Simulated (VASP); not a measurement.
A run of VASP 6.6.1 is set up as follows.

File INCAR:

```
SYSTEM = V
PREC = Accurate ; ENCUT = 520
EDIFF = 1E-7 ; ISMEAR = -1
SIGMA = 0.05 ; LREAL = .False.
LASPH = .True. ; NELM = 150
ALGO = Normal ; ISIF = 2
LWAVE = .False. ; LCHARG = .False.
ISPIN = 2 ; MAGMOM = 2 2
LORBIT = 11 ; LMAXMIX = 4
GGA = PE ; NBANDS = 24
```

File KPOINTS:

```
regular mesh
0
Gamma
  12 12 6
  0 0 0
```

File POSCAR:

```
V
1.0
    2.6215415862      0.0000000000      0.0000000000
   -1.3107707930      2.2703216106      0.0000000000
    0.0000000000      0.0000000000      4.7546172825
V
2
Direct
    0.3333333333      0.6666666667      0.2500000000
    0.6666666667      0.3333333333      0.7500000000
```

Potentials or basis: VASP PAW PBE potentials, release 64 (V_sv).

Command:

```bash
$ cat potpaw_PBE.64/V_sv/POTCAR > POTCAR
$ mpirun -np 1 vasp_std > vasp.out
```

Problem. Estimate the pressure.

Solution. -3.6 GPa.

Problem. What does it give for the band gap on the k mesh?

Solution. Zero (filled and empty bands overlap).

Problem. Predict the net moment.

Solution. 0.00 μB per cell.

Stress tensor (GPa, compression positive):
```
-3.25  0.00  0.00
 0.00 -3.25  0.00
 0.00  0.00 -4.29
```
